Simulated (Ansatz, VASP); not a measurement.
**CoO: VASP beside Ansatz**

INCAR

```
ALGO = Normal
EDIFF = 1E-7
ENCUT = 520
GGA = PS
ISIF = 2
ISMEAR = 0
ISPIN = 2
LASPH = T
LCHARG = T
LELF = T
LMAXMIX = 4
LORBIT = 11
LREAL = F
LVHAR = T
LWAVE = F
MAGMOM = 2.67 0.37
NBANDS = 18
NELM = 150
PREC = Accurate
SIGMA = 0.1
```

KPOINTS

```
k-points
0
Gamma
  12 12 14
```

The input POSCAR:

```
CoO
1.0
   -1.5274996118      1.4941395134      2.0934998526
    1.5102591520     -1.4943895472      2.0813410837
    1.5267116668      1.4936016021     -2.0936787829
Co O
1 1
Direct
    0.0062481731     -0.0132466375     -0.0493919285
    0.4840405700      0.4742136744     -0.0437966805
```

Input for Ansatz:

```yaml
crystal:
  lattice:
    - [-1.5274996118, 1.4941395134, 2.0934998526]
    - [1.510259152, -1.4943895472, 2.0813410837]
    - [1.5267116668, 1.4936016021, -2.0936787829]
  atoms:
    - { symbol: Co, position: [0.0062481731, -0.0132466375, -0.0493919285], spin: 2.67 }
    - { symbol: O, position: [0.48404057, 0.4742136744, -0.0437966805], spin: 0.37 }
basis:
  ecutwfc: 600
kpoints:
  mp_grid: { grid: [12, 12, 14] }
hamiltonian:
  xc: pbesol
scf:
  occupations: { method: gaussian, width: 0.1 }
output:
  forces: true
  stress: true
  eigenvalues: true
  populations: true
magnetization:
  spin_polarized: true
```

Change from the starting cell: ecut displaced: 600 eV.

Alike in both runs: task single point; functional PBEsol; k mesh 12 × 12 × 14; occupations gaussian, width 0.1 eV; collinear spin.

|  | VASP | Ansatz |
| --- | --- | --- |
| version | VASP 6.6.1 | Ansatz 0.2.0 |
| potentials or method | VASP PAW PBE potentials, release 64 (Co, O), cutoff 520 eV | scalar-relativistic, plane waves, PAW |
| valence electrons in the cell | 15 | 23 |

Ansatz gave:

* gap on the k mesh at the Fermi level (eV): none
* pressure (GPa): -6.4
* traceless stress, the component that is largest in VASP (GPa): 2.22
* rms of the force components (eV/Å): 0.099
* net moment per atom (μB): 1.47
* size of the moment on the site where the two differ most (μB): 2.43

Q: What did VASP give for the same quantities?

A: gap on the k mesh at the Fermi level (eV): none; pressure (GPa): -7.0; traceless stress, the component that is largest in VASP (GPa): 2.05; rms of the force components (eV/Å): 0.099; net moment per atom (μB): 1.45; size of the moment on the site where the two differ most (μB): 2.54.

VASP's potentials were made for PBE, not for PBEsol. Site moments also hang on the region over which each program counts them. Atom by atom the forces differ by 0.000 eV/Å (rms over components). A gap of «none» marks a metal or a gap that the smearing closes. VASP's potentials hold 15 valence electrons a cell and Ansatz's 23, so a difference there can come from the potentials and not from the codes.
